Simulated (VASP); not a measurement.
Input of a VASP 6.6.1 run:

POSCAR

```
MgO
1.0
    2.0811789439      2.0811789439      0.0000000000
   -2.0811789439      2.0811789439      0.0000000000
    0.0000000000      0.0000000000      4.2307935436
Mg O
2 2
Direct
    0.0000000000      0.0000000000      0.0000000000
    0.5000000000      0.5000000000      0.5000000000
    0.5000000000      0.5000000000      0.0000000000
    0.0000000000      0.0000000000      0.5000000000
```

File INCAR.step1:

```
SYSTEM = MgO
PREC     = Accurate       ! precision mode
ENCUT    = 520            ! plane-wave cutoff, eV
ISMEAR   = 0              ! smearing method
SIGMA    = 0.02           ! smearing width, eV
LREAL    = .FALSE.        ! projectors in reciprocal space
LASPH    = .TRUE.         ! aspherical terms in the spheres
NELM     = 60             ! most SCF steps
NBANDS   = 16             ! bands
GGA      = PE             ! functional
ALGO     = Normal         ! electronic algorithm
EDIFF    = 1E-4           ! SCF threshold, eV
LWAVE    = .TRUE.         ! write WAVECAR
LCHARG   = .FALSE.        ! write CHGCAR
```

Contents of INCAR.step2:

```
SYSTEM = MgO
PREC     = Accurate       ! precision mode
ENCUT    = 520            ! plane-wave cutoff, eV
EDIFF    = 1E-6           ! SCF threshold, eV
ISMEAR   = 0              ! smearing method
SIGMA    = 0.02           ! smearing width, eV
LREAL    = .FALSE.        ! projectors in reciprocal space
LASPH    = .TRUE.         ! aspherical terms in the spheres
NELM     = 60             ! most SCF steps
ALGO     = Normal         ! electronic algorithm
ISIF     = 2              ! what is computed and relaxed
LWAVE    = .FALSE.        ! write WAVECAR
LCHARG   = .FALSE.        ! write CHGCAR
METAGGA  = R2SCAN         ! meta-GGA
LMIXTAU  = .TRUE.       
NBANDS   = 16             ! bands
ISTART   = 1
```

KPOINTS

```
Automatic mesh
0
G
  8 8 6
  0 0 0
```

Potentials or basis: VASP PAW PBE potentials, release 64 (Mg, O).

Launch:

```sh
$ cat potpaw_PBE.64/Mg/POTCAR potpaw_PBE.64/O/POTCAR > POTCAR
$ cp INCAR.step1 INCAR
$ mpirun -np 1 vasp_std > vasp.out
$ cp INCAR.step2 INCAR
$ mpirun -np 1 vasp_std > vasp.out
```

Q: Estimate the pressure.

A: 1.3 GPa.

Q: What does it give for the band gap on the k mesh?

A: 5.78 eV.

Stress tensor (GPa, compression positive):
```
 2.56  0.00  0.00
 0.00  2.56  0.00
 0.00  0.00 -1.19
```

Caveat: the cell differs from its parent crystal (biaxial strain in the a-b plane: -1.0 %, then relaxed in part); the PAW data sets were made with another functional, which shifts forces and pressure a little.
